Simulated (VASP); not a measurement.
Au:

```xyz
1
Lattice="-1.6573 1.6573 1.6573 1.6573 -1.6573 1.6573 1.6573 1.6573 -1.6573" Properties=species:S:1:pos:R:3 pbc="T T T"
Au    0.0000    0.0000    0.0000
```

- Program: VASP 6.6.1
- Task: relaxation of cell and atoms
- Functional: RPBE
- Potentials or basis: VASP PAW PBE potentials, release 64 (Au)
- Cutoff: 600 eV
- k mesh: 11 × 11 × 11
- Occupations: fermi-dirac, width 0.05 eV
- Spin: no spin polarisation

At the start: pressure 2.9 GPa; volume 18.21 Å³/atom.

Q: Where does the relaxation end?

A: Over 4 steps the energy falls by 3.5 meV/atom and the volume is 18.61 Å³/atom (+2.2 %); space group Im-3m (No. 229, to 0.05 Å).

Step by step:
```
step  energy change (eV)  largest force (eV/Å)  pressure (GPa)  volume (Å³)
   1              0.0000                0.0000            2.88        18.21
   2              0.0005                0.0000           -2.77        19.08
   3             -0.0035                0.0000           -0.10        18.62
   4             -0.0035                0.0000            0.04        18.61
```

Final structure:
```yaml
crystal:
  lattice:
    - [-1.66928, 1.66928, 1.66928]
    - [1.66928, -1.66928, 1.66928]
    - [1.66928, 1.66928, -1.66928]
  atoms:
    - { symbol: Au, position: [0.00000, 0.00000, 0.00000] }
```

Caveat: the PAW data sets were made with another functional, which shifts forces and pressure a little.
